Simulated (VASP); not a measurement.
Runs of VASP 6.6.1 on ZrB2. The structure is that of space group P6/mmm (No. 191), or close to it. The cells are those of the table. 

```csv
task,level,spin,cell,k mesh,cutoff (eV),gap on the mesh (eV),pressure (GPa)
single point,PBE,off,"a = 3.165, b = 3.165, c = 3.520 Å, angles 90.0, 90.0, 120.0°, 3 atoms",6 × 6 × 6,520,none,2.8
single point,PBE,off,"a = 3.172, b = 3.172, c = 3.541 Å, angles 90.0, 90.0, 120.0°, 3 atoms",18 × 18 × 14,520,none,0.2
single point,PBE,"collinear, ferromagnetic start","a = 3.165, b = 3.165, c = 3.520 Å, angles 90.0, 90.0, 120.0°, 3 atoms",6 × 6 × 6,520,none,2.8
relaxation of cell and atoms,PBE,off,"relaxed from a = 3.165, b = 3.165, c = 3.520 Å, angles 90.0, 90.0, 120.0°, 3 atoms",18 × 18 × 14,600,none,0.0
single point,r2SCAN,off,"a = 3.172, b = 3.172, c = 3.541 Å, angles 90.0, 90.0, 120.0°, 3 atoms",18 × 18 × 14,520,none,(a)
```

Alike in all rows: potentials or basis VASP PAW PBE potentials, release 64 (Zr_sv, B); smearing gaussian 0.1 eV.

**Question.** Estimate the missing entries.

**Answer.** (a) 0.1.

Caveats: some runs use coarse meshes; the PAW data sets were made with another functional, which shifts forces and pressure a little (some runs).

A k mesh can miss the band edges, and the runs leave out spin-orbit coupling on Zr.

A gap of «none» marks levels without a gap at the run's occupations.
